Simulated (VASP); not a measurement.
Crystal: As.

```
CELL_PARAMETERS angstrom
-1.66011 1.66011 1.66011
1.66011 -1.66011 1.66011
1.66011 1.66011 -1.66011
ATOMIC_POSITIONS crystal
As 0.00000 0.00000 0.00000
```

This isn't the form of As at room conditions, which is rhombohedral.

```yaml
Program: VASP 6.6.1
Task: relaxation of cell and atoms
Functional: RPBE
Potentials_or_basis: VASP PAW PBE potentials, release 64 (As)
Cutoff: 500 eV
k_mesh: 13 × 13 × 13
Occupations: fermi-dirac, width 0.1 eV
Spin: no spin polarisation
```

At the start: pressure 5.1 GPa; volume 18.30 Å³/atom.

Q: Where does the relaxation end?

A: Over 3 steps the energy falls by 17.0 meV/atom and the volume is 19.43 Å³/atom (+6.2 %); space group Im-3m (No. 229, to 0.1 Å) before and after.

The path:
| step | energy change (eV) | largest force (eV/Å) | pressure (GPa) | volume (Å³) |
| --- | --- | --- | --- | --- |
| 1 | 0.0000 | 0.0000 | 5.08 | 18.30 |
| 2 | -0.0147 | 0.0000 | -1.64 | 19.88 |
| 3 | -0.0170 | 0.0000 | 0.02 | 19.43 |

Final structure:
```cif
data_structure
_symmetry_space_group_name_H-M 'P 1'
_symmetry_Int_Tables_number 1
_cell_length_a 2.9333
_cell_length_b 2.9333
_cell_length_c 2.9333
_cell_angle_alpha 109.471
_cell_angle_beta 109.471
_cell_angle_gamma 109.471
_cell_volume 19.43
loop_
_atom_site_label
_atom_site_type_symbol
_atom_site_fract_x
_atom_site_fract_y
_atom_site_fract_z
_atom_site_occupancy
As1 As 0.00000 0.00000 0.00000 1
```

Caveat: the PAW data sets were made with another functional, which shifts forces and pressure a little.
